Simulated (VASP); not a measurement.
# Ni (Fm-3m) in VASP: further runs

Runs on Ni. Level: PBE+D4+U. Tasks: single point.

Everything below comes from runs of VASP 6.6.1. Logs are shortened: lines on timing, memory, paths and dates and some standing lists are left out, and cuts for length are marked.

## 1. The cell of the first run

It takes space group Fm-3m (No. 225, cubic). Conventional cell: a = 3.308 Å, b = 3.308 Å, c = 3.308 Å, α = 90.00°, β = 90.00°, γ = 90.00°. Within 3.1 Å of Ni (site symmetry m-3m) lie 12 Ni at 2.34 Å.

## 2. Single point, PBE+D4+U, collinear spin, ferromagnetic start

File INCAR:

```
SYSTEM = Ni
PREC = Accurate
ENCUT = 520
EDIFF = 1E-6
ISMEAR = -5
SIGMA = 0.05
LREAL = .False.
LASPH = .True.
NELM = 150
ALGO = Normal
ISIF = 2
LWAVE = .False.
LCHARG = .False.
ISPIN = 2
MAGMOM = 1
LORBIT = 11
LMAXMIX = 4
LDAU = .True.
LDAUTYPE = 2
LDAUL = 2
LDAUU = 3.5
LDAUJ = 0
LDAUPRINT = 1
GGA = PE
IVDW = 13
NBANDS = 15
```

File KPOINTS:

```
Automatic mesh
0
Gamma
  13 13 13
  0 0 0
```

File POSCAR:

```
Ni
1.0
    0.0000000000      1.6539128650      1.6539128650
    1.6539128650      0.0000000000      1.6539128650
    1.6539128650      1.6539128650      0.0000000000
Ni
1
Direct
    0.0000000000      0.0000000000      0.0000000000
```

Potentials or basis: VASP PAW PBE potentials, release 64 (Ni).

Started as:

```bash
cat potpaw_PBE.64/Ni/POTCAR > POTCAR
mpirun -np 1 vasp_std > vasp.out
```

OUTCAR:

```text
SYSTEM = Ni
   PREC = Accurate
   ENCUT = 520
   EDIFF = 1E-6
   ISMEAR = -5
   LREAL = .False.
   LASPH = .True.
   NELM = 150
   ISIF = 2
   ISPIN = 2
   LORBIT = 11
   GGA = PE
   IVDW = 13

 ion  position               nearest neighbor table
   1  0.000  0.000  0.000-

  LATTYP: Found a face centered cubic cell.
 ALAT       =     3.3078257300

  Lattice vectors:

 A1 = (   0.0000000000,   1.6539128650,   1.6539128650)
 A2 = (   1.6539128650,   0.0000000000,   1.6539128650)
 A3 = (   1.6539128650,   1.6539128650,   0.0000000000)

Analysis of symmetry for initial positions (statically):
=====================================================================
 Subroutine PRICEL returns:
 Original cell was already a primitive cell.

 Routine SETGRP: Setting up the symmetry group for a
 face centered cubic supercell.

 Subroutine GETGRP returns: Found 48 space group operations
 (whereof 48 operations were pure point group operations)
 out of a pool of 48 trial point group operations.

The static configuration has the point symmetry O_h .

Analysis of symmetry for dynamics (positions and initial velocities):
=====================================================================
 Subroutine PRICEL returns:
 Original cell was already a primitive cell.

 Routine SETGRP: Setting up the symmetry group for a
 face centered cubic supercell.

 Subroutine GETGRP returns: Found 48 space group operations
 (whereof 48 operations were pure point group operations)
 out of a pool of 48 trial point group operations.

The dynamic configuration has the point symmetry O_h .

Analysis of structural, dynamic, and magnetic symmetry:
=====================================================================
 Subroutine PRICEL returns:
 Original cell was already a primitive cell.

 Routine SETGRP: Setting up the symmetry group for a
 face centered cubic supercell.

 Subroutine GETGRP returns: Found 48 space group operations
 (whereof 48 operations were pure point group operations)
 out of a pool of 48 trial point group operations.

The overall configuration has the point symmetry O_h .

 Subroutine INISYM returns: Found 48 space group operations
 (whereof 48 operations are pure point group operations),
 and found     1 'primitive' translations

----------------------------------------------------------------------------------------

                                     Primitive cell

  volume of cell :       9.0483

  direct lattice vectors                    reciprocal lattice vectors
     0.000000000  1.653912865  1.653912865    -0.302313387  0.302313387  0.302313387
     1.653912865  0.000000000  1.653912865     0.302313387 -0.302313387  0.302313387
     1.653912865  1.653912865  0.000000000     0.302313387  0.302313387 -0.302313387

  length of vectors
     2.338986005  2.338986005  2.338986005     0.523622146  0.523622146  0.523622146

  position of ions in fractional coordinates (direct lattice)
     0.000000000  0.000000000  0.000000000

  ion indices of the primitive-cell ions
   primitive index   ion index
                 1           1

----------------------------------------------------------------------------------------

 KPOINTS: Automatic mesh

Automatic generation of k-mesh.
 Grid dimensions read from file:
 generate k-points for:   13   13   13

 Generating k-lattice:

  Cartesian coordinates                     Fractional coordinates (reciprocal lattice)
    -0.023254876  0.023254876  0.023254876     0.076923077  0.000000000  0.000000000
     0.023254876 -0.023254876  0.023254876     0.000000000  0.076923077  0.000000000
     0.023254876  0.023254876 -0.023254876     0.000000000  0.000000000  0.076923077

  Length of vectors
     0.040278627  0.040278627  0.040278627

  Shift w.r.t. Gamma in fractional coordinates (k-lattice)
     0.000000000  0.000000000  0.000000000

 TETIRR: Found    322 inequivalent tetrahedra from    13182

 Subroutine IBZKPT returns following result:
 ===========================================

 Found     84 irreducible k-points:

 Following reciprocal coordinates:
[... 25 lines left out ...]
  o =  0.9346  v =  0.0000  0.0000  0.1402  0.0000  0.9901  0.0000  0.0000  0.0000  0.0000  0.0000      0.0000  0.0000  0.0000  0.0000  0.0000  0.0000  0.0000  0.0000  0.0000  0.0000

 number of electron      10.0000008 magnetization       0.6227919

 Free energy of the ion-electron system (eV)
  ---------------------------------------------------
  ext. energy  EPLUGINS =         0.00000000
  ---------------------------------------------------
  free energy    TOTEN  =        -3.12994127 eV

  energy without entropy =       -3.12994127  energy(sigma->0) =       -3.12994127

 E-fermi :  11.6920     XC(G=0): -14.3237

 val. band max:       11.8759922965   @ k =   0.3846   0.3846   0.0000
 cond. band min:      11.5335248704   @ k =   0.3846   0.0000   0.0000
 fundamental gap:     -0.3424674261
 Fermi energy:        11.6919637376

 spin component 1

 k-point     1 :       0.0000    0.0000    0.0000
  band No.  band energies     occupation
      1       1.9247      1.00000
      2       8.0206      1.00000
      3       8.0206      1.00000
      4       8.0206      1.00000
      5       9.6361      1.00000
      6       9.6361      1.00000
      7      37.5634      0.00000
      8      42.9035      0.00000
      9      42.9035      0.00000
     10      42.9035      0.00000
     11      43.9418      0.00000
     12      43.9418      0.00000
     13      43.9418      0.00000
     14      48.9695      0.00000
     15      57.4163      0.00000

 k-point     2 :       0.0769    0.0000    0.0000
  band No.  band energies     occupation
      1       2.1897      1.00000
      2       7.9453      1.00000
      3       8.0902      1.00000
      4       8.0902      1.00000
      5       9.6074      1.00000
      6       9.6074      1.00000
      7      36.4821      0.00000
      8      40.1087      0.00000
      9      41.8347      0.00000
     10      41.8347      0.00000
     11      45.2648      0.00000
     12      45.2648      0.00000
     13      46.0201      0.00000
     14      51.1653      0.00000
     15      54.3678      0.00000
[... 815 lines left out ...]
 k-point    24 :       0.4615    0.1538    0.0000
  band No.  band energies     occupation
      1       6.6936      1.00000
      2       8.2688      1.00000
      3       9.4799      1.00000
      4       9.5249      1.00000
      5      11.8415      0.05316
      6      13.4187      0.00000
      7      21.6735      0.00000
      8      32.4077      0.00000
      9      35.1393      0.00000
     10      37.5547      0.00000
     11      47.4062      0.00000
     12      47.8667      0.00000
     13      52.4027      0.00000
     14      55.6502      0.00000
     15      60.7748      0.00000

 [... further k-points ...]

------------------------ aborting loop because EDIFF is reached ----------------------------------------

  DFT-D4 for vdW energy calculation

  Edisp (eV):   -0.53836

  FORCE on cell =-STRESS in cart. coord.  units (eV):
  Direction    XX          YY          ZZ          XY          YZ          ZX
  --------------------------------------------------------------------------------------
  -------------------------------------------------------------------------------------
  Total       1.76965     1.76965     1.76965     0.00000     0.00000     0.00000
  in kB     313.34951   313.34951   313.34951     0.00000     0.00000     0.00000
  external pressure =      313.35 kB  Pullay stress =        0.00 kB

 VOLUME and BASIS-vectors are now :
 -----------------------------------------------------------------------------
  energy-cutoff  :      520.00
  volume of cell :        9.05
      direct lattice vectors                 reciprocal lattice vectors
     0.000000000  1.653912865  1.653912865    -0.302313387  0.302313387  0.302313387
     1.653912865  0.000000000  1.653912865     0.302313387 -0.302313387  0.302313387
     1.653912865  1.653912865  0.000000000     0.302313387  0.302313387 -0.302313387

 POSITION                                       TOTAL-FORCE (eV/Angst)
 -----------------------------------------------------------------------------------
      0.00000      0.00000      0.00000         0.000000      0.000000      0.000000
 -----------------------------------------------------------------------------------
    total drift:                                0.000000     -0.000000     -0.000000

  FREE ENERGIE OF THE ION-ELECTRON SYSTEM (eV)
  ---------------------------------------------------
  free  energy   TOTEN  =        -3.6682982036 eV

  energy  without entropy=       -3.6682982036  energy(sigma->0) =       -3.66829820

 total charge

# of ion       s       p       d       tot
------------------------------------------
    1        0.569   0.623   8.585   9.777

 magnetization (x)

# of ion       s       p       d       tot
------------------------------------------
    1       -0.013  -0.045   0.685   0.627
```

Run time: 16 s. Hardware: 1 thread of Intel Xeon 6975P-C (Granite Rapids), shared host; peak memory 0.13 GiB.

Results:

```
Free energy                                           : -3.6683 eV
Pressure                                              : 31.3 GPa
Net moment                                            : 0.62 μB per cell
Site moments                                          : Ni +0.63 μB
Valence electrons inside the program's atomic spheres : Ni 9.78
Dispersion energy per atom                            : -0.538 eV
```

Levels at points of the mesh, in eV from the Fermi level:
Spin up:
```tsv
k point	band 1	band 2	band 3	band 4	band 5	band 6	band 7	band 8	band 9	band 10
(0.00, 0.00, 0.00)	-9.77	-3.67	-3.67	-3.67	-2.06	-2.06	25.87	31.21	31.21	31.21
```
Spin down:
```
           k point  band 2  band 3  band 4  band 5  band 6  band 7  band 8  band 9
(0.00, 0.00, 0.00)   -2.14   -2.14   -2.14   -1.41   -1.41   25.64   31.11   31.11
```

Eigenvalues of the final occupation matrices:
```tsv
site	spin	trace	eigenvalues
site 1 d	1	4.65	0.93 0.93 0.93 0.93 0.93
site 1 d	2	3.97	0.73 0.73 0.73 0.90 0.90
```

Caveat: pairwise dispersion overbinds metals, which lowers pressure and volume; the U is typed as a test and isn't derived for this compound; tetrahedron occupations give inexact forces and stress in metals.

## 3. Single point, PBE+D4+U, collinear spin, ferromagnetic start

This run uses another cell than the first one, of 9.23 Å³/atom, 1.020 times its volume.

File INCAR:

```
SYSTEM = Ni
ALGO = Normal
EDIFF = 1E-6
ENCUT = 520
GGA = PE
ISIF = 2
ISMEAR = -5
ISPIN = 2
IVDW = 13
LASPH = .True.
LCHARG = .True.
LDAU = .True.
LDAUJ = 0
LDAUL = 2
LDAUPRINT = 1
LDAUTYPE = 2
LDAUU = 3.5
LELF = .True.
LMAXMIX = 4
LORBIT = 11
LREAL = .False.
LVHAR = .True.
LWAVE = .False.
MAGMOM = 1
NBANDS = 15
NELM = 150
PREC = Accurate
SIGMA = 0.05
```

File KPOINTS:

```
k-points
0
Gamma
  13 13 13
  0 0 0
```

File POSCAR:

```
Ni
1.0
    0.0000000000      1.6650882909      1.6650882909
    1.6650882909      0.0000000000      1.6650882909
    1.6650882909      1.6650882909      0.0000000000
Ni
1
Direct
    0.0000000000      0.0000000000      0.0000000000
```

Potentials or basis: VASP PAW PBE potentials, release 64 (Ni).

Started as:

```bash
cat potpaw_PBE.64/Ni/POTCAR > POTCAR
mpirun -np 1 vasp_std > vasp.out
```

Wall time 16 s (1 thread of Intel Xeon 6975P-C (Granite Rapids), shared host); peak memory 0.13 GiB.

It converged, with:

- Free energy: -3.7006 eV
- Pressure: 24.6 GPa
- Net moment: 0.63 μB per cell
- Site moments: Ni +0.64 μB
- Valence electrons inside the program's atomic spheres: Ni 9.73
- Dispersion energy per atom: -0.529 eV

Levels at points of the mesh, in eV from the Fermi level:
Spin up:
```tsv
k point	band 3	band 4	band 5	band 6	band 7	band 8
(0.00, 0.00, 0.00)	-3.62	-3.62	-2.05	-2.05	25.68	30.86
```
Spin down:
```tsv
k point	band 3	band 4	band 5	band 6	band 7	band 8
(0.00, 0.00, 0.00)	-2.07	-2.07	-1.40	-1.40	25.44	30.75
```

Eigenvalues of the final occupation matrices:
```tsv
site	spin	trace	eigenvalues
site 1 d	1	4.65	0.93 0.93 0.93 0.93 0.93
site 1 d	2	3.95	0.72 0.72 0.72 0.90 0.90
```

Caveat: pairwise dispersion overbinds metals, which lowers pressure and volume; the U is typed as a test and isn't derived for this compound; tetrahedron occupations give inexact forces and stress in metals.

## 4. Single point, PBE+D4+U, collinear spin, ferromagnetic start

This run uses another cell than the first one, of 9.42 Å³/atom, 1.041 times its volume.

File INCAR:

```
SYSTEM = Ni
  PREC = Accurate
  ENCUT = 520
  EDIFF = 1E-6
  ISMEAR = -5
  SIGMA = 0.05
  LREAL = .False.
  LASPH = .True.
  NELM = 150
  ALGO = Fast
  ISIF = 2
  LWAVE = .False.
  LCHARG = .False.
  ISPIN = 2
  MAGMOM = 1
  LORBIT = 11
  LMAXMIX = 4
  LDAU = .True.
  LDAUTYPE = 2
  LDAUL = 2
  LDAUU = 3.5
  LDAUJ = 0
  LDAUPRINT = 1
  GGA = PE
  IVDW = 13
  NBANDS = 15
```

File KPOINTS:

```
Automatic mesh
0
Gamma
  13 13 13
  0 0 0
```

File POSCAR:

```
Ni
1.0
    0.0000000000      1.6761156870      1.6761156870
    1.6761156870      0.0000000000      1.6761156870
    1.6761156870      1.6761156870      0.0000000000
Ni
1
Direct
    0.0000000000      0.0000000000      0.0000000000
```

Started as:

```bash
cat potpaw_PBE.64/Ni/POTCAR > POTCAR
mpirun -np 1 vasp_std > vasp.out
```

It took 17 s on 1 thread of Intel Xeon 6975P-C (Granite Rapids), shared host; peak memory 0.14 GiB.

Results (log left out):

```yaml
Free_energy: -3.7256 eV
Pressure: 18.6 GPa
Net_moment: 0.64 μB per cell
Site_moments: Ni +0.65 μB
Valence_electrons_inside_the_program's_atomic_spheres: Ni 9.68
Dispersion_energy_per_atom: -0.519 eV
```

Levels at points of the mesh, in eV from the Fermi level:
Spin up:
```csv
k point,band 1,band 2,band 3,band 4,band 5,band 6,band 7,band 8,band 9,band 10
"(0.00, 0.00, 0.00)",-9.51,-3.58,-3.58,-3.58,-2.05,-2.05,25.50,30.51,30.51,30.51
```
Spin down:
```
           k point  band 2  band 3  band 4  band 5  band 6  band 7  band 8  band 9
(0.00, 0.00, 0.00)   -2.00   -2.00   -2.00   -1.39   -1.39   25.25   30.40   30.40
```

Eigenvalues of the final occupation matrices:
| site | spin | trace | eigenvalues |
| --- | --- | --- | --- |
| site 1 d | 1 | 4.65 | 0.93 0.93 0.93 0.93 0.93 |
| site 1 d | 2 | 3.94 | 0.72 0.72 0.72 0.89 0.89 |

Caveat: pairwise dispersion overbinds metals, which lowers pressure and volume; the U is typed as a test and isn't derived for this compound; tetrahedron occupations give inexact forces and stress in metals. The state reached can hang on the start; a lower one may exist.

## 5. Single point, PBE+D4+U, collinear spin, ferromagnetic start

This run uses another cell than the first one, of 9.60 Å³/atom, 1.061 times its volume.

File INCAR:

```
SYSTEM = Ni
PREC = Accurate
ENCUT = 520
EDIFF = 1E-6
ISMEAR = -5
SIGMA = 0.05
LREAL = .False.
LASPH = .True.
NELM = 150
ALGO = Normal
ISIF = 2
LWAVE = .False.
LCHARG = .False.
ISPIN = 2
MAGMOM = 1
LORBIT = 11
LMAXMIX = 4
LDAU = .True.
LDAUTYPE = 2
LDAUL = 2
LDAUU = 3.5
LDAUJ = 0
LDAUPRINT = 1
GGA = PE
IVDW = 13
NBANDS = 15
```

KPOINTS is that of step 4.

File POSCAR:

```
Ni
1.0
    0.0000000000      1.6869998601      1.6869998601
    1.6869998601      0.0000000000      1.6869998601
    1.6869998601      1.6869998601      0.0000000000
Ni
1
Direct
    0.0000000000      0.0000000000      0.0000000000
```

Started as:

```bash
cat potpaw_PBE.64/Ni/POTCAR > POTCAR
mpirun -np 1 vasp_std > vasp.out
```

It took 15 s on 1 thread of Intel Xeon 6975P-C (Granite Rapids), shared host; peak memory 0.13 GiB.

The run converged. Its results:

* Free energy: -3.7440 eV
* Pressure: 13.2 GPa
* Net moment: 0.65 μB per cell
* Site moments: Ni +0.67 μB
* Valence electrons inside the program's atomic spheres: Ni 9.64
* Dispersion energy per atom: -0.510 eV

Levels at points of the mesh, in eV from the Fermi level:
Spin up:
| k point | band 2 | band 3 | band 4 | band 5 | band 6 | band 7 | band 8 | band 9 |
| --- | --- | --- | --- | --- | --- | --- | --- | --- |
| (0.00, 0.00, 0.00) | -3.54 | -3.54 | -3.54 | -2.04 | -2.04 | 25.32 | 30.17 | 30.17 |
Spin down:
```tsv
k point	band 1	band 2	band 3	band 4	band 5	band 6	band 7	band 8	band 9	band 10
(0.00, 0.00, 0.00)	-9.47	-1.93	-1.93	-1.93	-1.38	-1.38	25.06	30.06	30.06	30.06
```

Eigenvalues of the final occupation matrices:
| site | spin | trace | eigenvalues |
| --- | --- | --- | --- |
| site 1 d | 1 | 4.64 | 0.93 0.93 0.93 0.93 0.93 |
| site 1 d | 2 | 3.92 | 0.71 0.71 0.71 0.89 0.89 |

Caveat: pairwise dispersion overbinds metals, which lowers pressure and volume; the U is typed as a test and isn't derived for this compound; tetrahedron occupations give inexact forces and stress in metals. The state reached can hang on the start; a lower one may exist.

## 6. Single point, PBE+D4+U, collinear spin, ferromagnetic start

This run uses another cell than the first one, of 9.79 Å³/atom, 1.082 times its volume.

File INCAR:

```
PREC = Accurate ; ENCUT = 520
EDIFF = 1E-6 ; ISMEAR = -5
SIGMA = 0.05 ; LREAL = F
LASPH = T ; NELM = 150
ALGO = Normal ; ISIF = 2
LWAVE = F ; LCHARG = T
ISPIN = 2 ; MAGMOM = 1
LORBIT = 11 ; LMAXMIX = 4
LDAU = T ; LDAUTYPE = 2
LDAUL = 2 ; LDAUU = 3.5
LDAUJ = 0 ; LDAUPRINT = 1
GGA = PE ; IVDW = 13
LELF = T ; LVHAR = T
NBANDS = 15
```

File KPOINTS:

```
Automatic mesh
0
Gamma
  13 13 13
```

File POSCAR:

```
Ni
1.0
    0.0000000000      1.6977453719      1.6977453719
    1.6977453719      0.0000000000      1.6977453719
    1.6977453719      1.6977453719      0.0000000000
Ni
1
Direct
    0.0000000000      0.0000000000      0.0000000000
```

Potentials or basis: VASP PAW PBE potentials, release 64 (Ni).

Started as:

```bash
cat potpaw_PBE.64/Ni/POTCAR > POTCAR
mpirun -np 1 vasp_std > vasp.out
```

Run time: 16 s. Hardware: 1 thread of Intel Xeon 6975P-C (Granite Rapids), shared host; peak memory 0.13 GiB.

Results (log left out):

```yaml
Free_energy: -3.7565 eV
Pressure: 8.3 GPa
Net_moment: 0.66 μB per cell
Site_moments: Ni +0.68 μB
Valence_electrons_inside_the_program's_atomic_spheres: Ni 9.59
Dispersion_energy_per_atom: -0.501 eV
```

Levels at points of the mesh, in eV from the Fermi level:
Spin up:
| k point | band 2 | band 3 | band 4 | band 5 | band 6 | band 7 | band 8 | band 9 |
| --- | --- | --- | --- | --- | --- | --- | --- | --- |
| (0.00, 0.00, 0.00) | -3.51 | -3.51 | -3.51 | -2.04 | -2.04 | 25.14 | 29.83 | 29.83 |
Spin down:
```
           k point  band 3  band 4  band 5  band 6  band 7  band 8
(0.00, 0.00, 0.00)   -1.86   -1.86   -1.38   -1.38   24.87   29.73
```

Eigenvalues of the final occupation matrices:
| site | spin | trace | eigenvalues |
| --- | --- | --- | --- |
| site 1 d | 1 | 4.64 | 0.93 0.93 0.93 0.93 0.93 |
| site 1 d | 2 | 3.91 | 0.71 0.71 0.71 0.89 0.89 |

Caveat: pairwise dispersion overbinds metals, which lowers pressure and volume; the U is typed as a test and isn't derived for this compound; tetrahedron occupations give inexact forces and stress in metals.

## 7. Overview

| cell | gap on the mesh (eV) | pressure (GPa) | moment (μB) |
| --- | --- | --- | --- |
| a = 2.339 Å, angles 60.0°, 1 atom | none | 31.3 | 0.62 |
| a = 2.355 Å, angles 60.0°, 1 atom | none | 24.6 | 0.63 |
| a = 2.370 Å, angles 60.0°, 1 atom | none | 18.6 | 0.64 |
| a = 2.386 Å, angles 60.0°, 1 atom | none | 13.2 | 0.65 |
| a = 2.401 Å, angles 60.0°, 1 atom | none | 8.3 | 0.66 |

Alike in all rows: task single point; level PBE+D4+U; potentials or basis VASP PAW PBE potentials, release 64 (Ni); spin collinear, ferromagnetic start; Ni d U = 3.5 eV; k mesh 13 × 13 × 13; cutoff (eV) 520; smearing tetrahedron.

Caveats: pairwise dispersion overbinds metals, which lowers pressure and volume; the U is typed as a test and isn't derived for this compound; tetrahedron occupations give inexact forces and stress in metals.

Absolute energies hang on the potentials; compare differences alone.
